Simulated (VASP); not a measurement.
# Ti3S2 (R32) in VASP: further runs

Runs on Ti3S2. Level: PBEsol. Tasks: single point.

All numbers are computed with VASP 6.6.1; they aren't measurements. Logs are shortened: lines on timing, memory, paths and dates and some standing lists are left out, and cuts for length are marked.

## (1) The cell of the first run

Symmetry: R32, No. 155, trigonal system. The conventional cell has a = 5.372 Å, b = 5.372 Å, c = 9.713 Å, α = 90.00°, β = 90.00°, γ = 120.00°. Within 3.3 Å of Ti (site symmetry 2) lie 4 S at 2.40 to 2.43 Å and 8 Ti at 3.09 to 3.24 Å. S (site symmetry 3) has 6 Ti at 2.40 to 2.43 Å and 4 S at 3.10 to 3.26 Å within 3.3 Å.

## (2) Single point, PBEsol

INCAR reads:

```
PREC     = Accurate       # precision mode
ENCUT    = 520            # plane-wave cutoff, eV
EDIFF    = 1E-6           # SCF threshold, eV
ISMEAR   = -1             # smearing method
SIGMA    = 0.05           # smearing width, eV
LREAL    = False          # projectors in reciprocal space
LASPH    = True           # aspherical terms in the spheres
NELM     = 100            # most SCF steps
ALGO     = Normal         # electronic algorithm
ISIF     = 2              # what is computed and relaxed
LWAVE    = False          # write WAVECAR
LCHARG   = True           # write CHGCAR
GGA      = PS             # functional
LELF     = True           # ELF
LVHAR    = True         
NBANDS   = 32             # bands
```

KPOINTS reads:

```
regular mesh
0
Gamma
  5 5 5
```

POSCAR reads:

```
Ti3S2
1.0
    2.6859827849      1.5507528839      3.2376184047
   -2.6859827849      1.5507528839      3.2376184047
    0.0000000000     -3.1015057677      3.2376184047
Ti S
3 2
Direct
    0.0000000000      0.3356550000      0.6643450000
    0.6643450000      0.0000000000      0.3356550000
    0.3356550000      0.6643450000      0.0000000000
    0.1678390000      0.1678390000      0.1678390000
    0.8321610000      0.8321610000      0.8321610000
```

Potentials or basis: VASP PAW PBE potentials, release 64 (Ti_sv, S).

Run with:

```sh
$ cat potpaw_PBE.64/Ti_sv/POTCAR potpaw_PBE.64/S/POTCAR > POTCAR
$ mpirun -np 1 vasp_std > vasp.out
```

OUTCAR:

```text
PREC = Accurate
   ENCUT = 520
   EDIFF = 1E-6
   ISMEAR = -1
   LREAL = False
   LASPH = True
   NELM = 100
   ISIF = 2
   GGA = PS

 ion  position               nearest neighbor table
   1  0.000  0.336  0.664-   4 2.40   5 2.40   4 2.43   5 2.43
   2  0.664  0.000  0.336-   5 2.40   4 2.40   5 2.43   4 2.43
   3  0.336  0.664  0.000-   4 2.40   5 2.40   4 2.43   5 2.43
   4  0.168  0.168  0.168-   1 2.40   3 2.40   2 2.40   1 2.43   2 2.43   3 2.43
   5  0.832  0.832  0.832-   2 2.40   3 2.40   1 2.40   2 2.43   1 2.43   3 2.43

  LATTYP: Found a trigonal (rhomboedric) cell.
 ALAT       =     4.4834708611
 COS(alpha) =     0.2821929123

  Lattice vectors:

 A1 = (   2.6859827849,   1.5507528839,   3.2376184047)
 A2 = (  -2.6859827849,   1.5507528839,   3.2376184047)
 A3 = (   0.0000000000,  -3.1015057677,   3.2376184047)

Analysis of symmetry for initial positions (statically):
=====================================================================
 Subroutine PRICEL returns:
 Original cell was already a primitive cell.

 Routine SETGRP: Setting up the symmetry group for a
 trigonal (rhombohedral) supercell.

 Subroutine GETGRP returns: Found  6 space group operations
 (whereof  6 operations were pure point group operations)
 out of a pool of 12 trial point group operations.

The static configuration has the point symmetry D_3 .

Analysis of symmetry for dynamics (positions and initial velocities):
=====================================================================
 Subroutine PRICEL returns:
 Original cell was already a primitive cell.

 Routine SETGRP: Setting up the symmetry group for a
 trigonal (rhombohedral) supercell.

 Subroutine GETGRP returns: Found  6 space group operations
 (whereof  6 operations were pure point group operations)
 out of a pool of 12 trial point group operations.

The dynamic configuration has the point symmetry D_3 .

 Subroutine INISYM returns: Found  6 space group operations
 (whereof  6 operations are pure point group operations),
 and found     1 'primitive' translations

----------------------------------------------------------------------------------------

                                     Primitive cell

  volume of cell :      80.9138

  direct lattice vectors                    reciprocal lattice vectors
     2.685982785  1.550752884  3.237618405     0.186151603  0.107474678  0.102956338
    -2.685982785  1.550752884  3.237618405    -0.186151603  0.107474678  0.102956338
     0.000000000 -3.101505768  3.237618405     0.000000000 -0.214949356  0.102956338

  length of vectors
     4.483470861  4.483470861  4.483470861     0.238334288  0.238334288  0.238334288

  position of ions in fractional coordinates (direct lattice)
     0.000000000  0.335655000  0.664345000
     0.664345000  0.000000000  0.335655000
     0.335655000  0.664345000  0.000000000
     0.167839000  0.167839000  0.167839000
     0.832161000  0.832161000  0.832161000

  ion indices of the primitive-cell ions
   primitive index   ion index
                 1           1
                 2           2
                 3           3
                 4           4
                 5           5

----------------------------------------------------------------------------------------

 KPOINTS: regular mesh

Automatic generation of k-mesh.
 Grid dimensions read from file:
 generate k-points for:    5    5    5

 Generating k-lattice:

  Cartesian coordinates                     Fractional coordinates (reciprocal lattice)
     0.037230321  0.021494936  0.020591268     0.200000000  0.000000000  0.000000000
    -0.037230321  0.021494936  0.020591268     0.000000000  0.200000000  0.000000000
     0.000000000 -0.042989871  0.020591268     0.000000000  0.000000000  0.200000000

  Length of vectors
     0.047666858  0.047666858  0.047666858

  Shift w.r.t. Gamma in fractional coordinates (k-lattice)
     0.000000000  0.000000000  0.000000000

 Subroutine IBZKPT returns following result:
 ===========================================

 Found     19 irreducible k-points:

 Following reciprocal coordinates:
            Coordinates               Weight
  0.000000  0.000000  0.000000      1.000000
  0.200000  0.000000  0.000000      6.000000
  0.400000  0.000000 -0.000000      6.000000
  0.200000  0.200000  0.000000      6.000000
  0.400000  0.200000 -0.000000     12.000000
 -0.400000  0.200000  0.000000     12.000000
[... 11 lines left out ...]
  0.400000  0.400000  0.400000      2.000000
 -0.400000  0.400000  0.400000      6.000000
   k-points           NKPTS =     19   k-points in BZ     NKDIM =     19   number of bands    NBANDS=     32
   number of dos      NEDOS =    301   number of ions     NIONS =      5
   total plane-waves  NPLWV =  46656
   dimension x,y,z NGX =    36 NGY =   36 NGZ =   36
   dimension x,y,z NGXF=    72 NGYF=   72 NGZF=   72
   ions per type =               3   2
   NGX,Y,Z   is equivalent  to a cutoff of  13.35, 13.35, 13.35 a.u.
   NGXF,Y,Z  is equivalent  to a cutoff of  26.70, 26.70, 26.70 a.u.
 SYSTEM =  unknown system
   PREC   = accura    normal or accurate (medium, high low for compatibility)
   ISTART =      0    job   : 0-new  1-cont  2-samecut
   ICHARG =      2    charge: 1-file 2-atom 10-const
   ISPIN  =      1    spin polarized calculation?
   LNONCOLLINEAR =      F non collinear calculations
   LSORBIT =      F    spin-orbit coupling
   LASPH  =      T    aspherical Exc in radial PAW
   ENCUT  =  520.0 eV  38.22 Ry    6.18 a.u.   8.34  8.34  8.34*2*pi/ulx,y,z
   NELM   =    100;   NELMIN=  2; NELMDL= -5     # of ELM steps
   EDIFF  = 0.1E-05   stopping-criterion for ELM
   LREAL  =      F    real-space projection
   EDIFFG = 0.1E-04   stopping-criterion for IOM
   NSW    =      0    number of steps for IOM
   IBRION =     -1    ionic relax: 0-MD 1-quasi-New 2-CG
   NFREE  =      0    steps in history (QN), initial steepest desc. (CG)
   ISIF   =      2    stress and relaxation
   ISYM   =      2    0-nonsym 1-usesym 2-fastsym
   POTIM  = 0.5000    time-step for ionic-motion
   TEBEG  =    0.0;   TEEND  =   0.0 temperature during run
   PSTRESS=    0.0 pullay stress
   NELECT =      48.0000    total number of electrons
   NUPDOWN=      -1.0000    fix difference up-down
   EMIN   =  10.00;   EMAX   =-10.00  energy-range for DOS
   EFERMI =   0.00;   METHOD = LEGACY
   ISMEAR =    -1;   SIGMA  =   0.05  broadening in eV -4-tet -1-fermi 0-gaus
   EFERMI_NEDOS =   21; number of points for ismear=-14 and -15
   IALGO  =     38    algorithm
   IMIX   =      4    mixing-type and parameters
     AMIX     =   0.40;   BMIX     =  1.00
     AMIX_MAG =   1.60;   BMIX_MAG =  1.00
  volume/ion in A,a.u.               =      16.18       109.21
  Fermi-wavevector in a.u.,A,eV,Ry     =   1.375565  2.599440 25.744645  1.892178
  Thomas-Fermi vector in A             =   2.500889
   LORBIT       =      0    0 simple, 1 ext, 2 COOP (PROOUT), +10 PAW based schemes
   GGA     = PS    functional components
   LHFCALC =     F    Hartree Fock is set to
   AEXX    =    0.0000 exact exchange contribution
   IVDW    =     0    specifies the selected vdW correction
   LEPSILON=     F    determine dielectric tensor
   LRPA    =     F    only Hartree local field effects (RPA)
 non-spin polarized calculation
  energy-cutoff  :      520.00
  volume of cell :       80.91
 maximum number of plane-waves:      2193
 NGX is ok and might be reduce to    36
   NGX = 17   NGY = 17   NGZ = 17

 number of electron      47.9999998 magnetization

 Free energy of the ion-electron system (eV)
  ---------------------------------------------------
  ext. energy  EPLUGINS =         0.00000000
  ---------------------------------------------------
  free energy    TOTEN  =       -39.07505768 eV

  energy without entropy =      -39.05876127  energy(sigma->0) =      -39.06690947

 E-fermi :   8.6354     XC(G=0): -11.4734

 val. band max:        8.6192936959   @ k =   0.0000   0.0000   0.0000
 cond. band min:       8.6610768490   @ k =   0.2000   0.2000   0.2000
 fundamental gap:      0.0417831531
 Fermi energy:         8.6353750743

 k-point     1 :       0.0000    0.0000    0.0000
  band No.  band energies     occupation
      1     -48.0688      2.00000
      2     -48.0131      2.00000
      3     -48.0131      2.00000
      4     -24.5343      2.00000
      5     -24.5343      2.00000
      6     -24.4923      2.00000
[... 24 lines left out ...]
     31      11.1611      0.00000
     32      11.5585      0.00000

 k-point     2 :       0.2000    0.0000    0.0000
  band No.  band energies     occupation
      1     -48.0630      2.00000
      2     -48.0188      2.00000
      3     -48.0131      2.00000
      4     -24.5611      2.00000
      5     -24.5263      2.00000
      6     -24.5124      2.00000
[... 24 lines left out ...]
     31      11.3848      0.00000
     32      11.4575      0.00000

 k-point     3 :       0.4000    0.0000   -0.0000
  band No.  band energies     occupation
      1     -48.0485      2.00000
      2     -48.0315      2.00000
      3     -48.0148      2.00000
      4     -24.5790      2.00000
      5     -24.5515      2.00000
      6     -24.4978      2.00000
[... 24 lines left out ...]
     31      11.2984      0.00000
     32      11.3887      0.00000

 k-point     4 :       0.2000    0.2000    0.0000
  band No.  band energies     occupation
      1     -48.0614      2.00000
      2     -48.0201      2.00000
      3     -48.0133      2.00000
      4     -24.5766      2.00000
      5     -24.5411      2.00000
      6     -24.5027      2.00000
[... 24 lines left out ...]
     31      11.2469      0.00000
     32      11.4612      0.00000

 k-point     5 :       0.4000    0.2000   -0.0000
  band No.  band energies     occupation
      1     -48.0500      2.00000
      2     -48.0274      2.00000
      3     -48.0171      2.00000
      4     -24.5848      2.00000
      5     -24.5464      2.00000
      6     -24.5215      2.00000
[... 409 lines left out ...]
     31      11.1598      0.00000
     32      11.2573      0.00000

 k-point    17 :      -0.4000   -0.4000    0.2000
  band No.  band energies     occupation
      1     -48.0376      2.00000
      2     -48.0315      2.00000
      3     -48.0250      2.00000
      4     -24.6274      2.00000
      5     -24.5768      2.00000
      6     -24.4936      2.00000
[... 24 lines left out ...]
     31      11.1573      0.00000
     32      11.3320      0.00000

 k-point    18 :       0.4000    0.4000    0.4000
  band No.  band energies     occupation
      1     -48.0564      2.00000
      2     -48.0218      2.00000
      3     -48.0156      2.00000
      4     -24.6457      2.00000
      5     -24.5142      2.00000
      6     -24.5055      2.00000
[... 24 lines left out ...]
     31      10.8529      0.00000
     32      11.0325      0.00000

 k-point    19 :      -0.4000    0.4000    0.4000
  band No.  band energies     occupation
      1     -48.0502      2.00000
      2     -48.0236      2.00000
      3     -48.0201      2.00000
      4     -24.6512      2.00000
      5     -24.5471      2.00000
      6     -24.5108      2.00000
[... 24 lines left out ...]
     31      10.9752      0.00000
     32      11.2401      0.00000

------------------------ aborting loop because EDIFF is reached ----------------------------------------

  FORCE on cell =-STRESS in cart. coord.  units (eV):
  Direction    XX          YY          ZZ          XY          YZ          ZX
  --------------------------------------------------------------------------------------
  -------------------------------------------------------------------------------------
  Total       -0.6994792     -0.6994792     -1.4507987      0.0000000     -0.0000000      0.0000000
  in kB      -13.8504109    -13.8504109    -28.7273127      0.0000000     -0.0000000      0.0000000
  external PRESSURE =     -18.8093782 kB  Pullay stress =       0.0000000 kB

 VOLUME and BASIS-vectors are now :
 -----------------------------------------------------------------------------
  energy-cutoff  :      520.00
  volume of cell :       80.91
      direct lattice vectors                 reciprocal lattice vectors
     2.685982785  1.550752884  3.237618405     0.186151603  0.107474678  0.102956338
    -2.685982785  1.550752884  3.237618405    -0.186151603  0.107474678  0.102956338
     0.000000000 -3.101505768  3.237618405     0.000000000 -0.214949356  0.102956338

 POSITION                                       TOTAL-FORCE (eV/Angst)
 -----------------------------------------------------------------------------------
     -0.90156     -1.53995      3.23762        -0.007801      0.013512      0.000000
      1.78442     -0.01080      3.23762        -0.007801     -0.013512      0.000000
     -0.88286      1.55075      3.23762         0.015602     -0.000000      0.000000
      0.00000      0.00000      1.63020         0.000000      0.000000      0.006095
      0.00000      0.00000      8.08266         0.000000     -0.000000     -0.006095
 -----------------------------------------------------------------------------------
    total drift:                               -0.000000      0.000000     -0.000000

  FREE ENERGIE OF THE ION-ELECTRON SYSTEM (eV)
  ---------------------------------------------------
  free  energy   TOTEN  =       -39.0750576760 eV

  energy  without entropy=      -39.0587612727  energy(sigma->0) =      -39.06690947
```

Run time: 48 s. Hardware: 1 thread of Intel Xeon 8259CL, shared host; peak memory 0.21 GiB.

Results:

```
Free energy            : -39.0751 eV
Pressure               : -1.9 GPa
Largest force          : 0.016 eV/Å
Band gap on the k mesh : zero (bands 24 and 25 overlap by 0.14 eV)
```

Forces on the atoms (eV/Å):
```
Ti  -0.008  0.014  0.000
Ti  -0.008 -0.014  0.000
Ti   0.016  0.000  0.000
S    0.000  0.000  0.006
S    0.000  0.000 -0.006
```

Stress tensor (GPa, compression positive):
```
-1.39  0.00  0.00
 0.00 -1.39  0.00
 0.00  0.00 -2.87
```

Levels at points of the mesh, in eV from the Fermi level:
```tsv
k point	band 21	band 22	band 23	band 24	band 25	band 26	band 27	band 28
(0.00, 0.00, 0.00)	-2.18	-1.43	-0.02	-0.02	0.59	0.59	1.83	1.83
```

Caveat: the PAW data sets were made with another functional, which shifts forces and pressure a little.

## (3) Single point, PBEsol

This run uses another cell than the first one, of 16.51 Å³/atom.

INCAR reads:

```
SYSTEM = Ti3S2
PREC     = Accurate       ! precision mode
ENCUT    = 520            ! plane-wave cutoff, eV
EDIFF    = 1E-6           ! SCF threshold, eV
ISMEAR   = -1             ! smearing method
SIGMA    = 0.05           ! smearing width, eV
LREAL    = .False.        ! projectors in reciprocal space
LASPH    = .True.         ! aspherical terms in the spheres
NELM     = 60             ! most SCF steps
ALGO     = Normal         ! electronic algorithm
ISIF     = 2              ! what is computed and relaxed
LWAVE    = .False.        ! write WAVECAR
LCHARG   = .False.        ! write CHGCAR
GGA      = PS             ! functional
NBANDS   = 32             ! bands
```

KPOINTS reads:

```
Automatic mesh
0
Gamma
  5 5 5
  0 0 0
```

Edit POSCAR of step 2 so:

```diff
@@ -2,5 +2,5 @@
 1.0
-    2.6859827849      1.5507528839      3.2376184047
-   -2.6859827849      1.5507528839      3.2376184047
-    0.0000000000     -3.1015057677      3.2376184047
+    2.7131139241      1.5664170544      3.2376184047
+   -2.7131139241      1.5664170544      3.2376184047
+    0.0000000000     -3.1328341088      3.2376184047
 Ti S
```

Potentials or basis: VASP PAW PBE potentials, release 64 (Ti_sv, S).

Run with:

```sh
$ cat potpaw_PBE.64/Ti_sv/POTCAR potpaw_PBE.64/S/POTCAR > POTCAR
$ mpirun -np 1 vasp_std > vasp.out
```

Wall time 50 s (1 thread of Intel Xeon 8259CL, shared host); peak memory 0.22 GiB.

Results (log left out):

- Free energy: -39.0478 eV
- Pressure: -4.3 GPa
- Largest force: 0.042 eV/Å
- Band gap on the k mesh: zero (bands 24 and 25 overlap by 0.15 eV)

Forces in eV/Å, atoms in the order of the input:
```
Ti   0.021 -0.037  0.000
Ti   0.021  0.037  0.000
Ti  -0.042  0.000  0.000
S    0.000  0.000  0.036
S    0.000  0.000 -0.036
```

Stress tensor (GPa, compression positive):
```
-4.03  0.00  0.00
 0.00 -4.03  0.00
 0.00  0.00 -4.76
```

Levels at points of the mesh, in eV from the Fermi level:
| k point | band 21 | band 22 | band 23 | band 24 | band 25 | band 26 | band 27 | band 28 |
| --- | --- | --- | --- | --- | --- | --- | --- | --- |
| (0.00, 0.00, 0.00) | -2.14 | -1.42 | -0.01 | -0.01 | 0.57 | 0.57 | 1.78 | 1.78 |

Caveat: the cell stands under tension; the PAW data sets were made with another functional, which shifts forces and pressure a little.
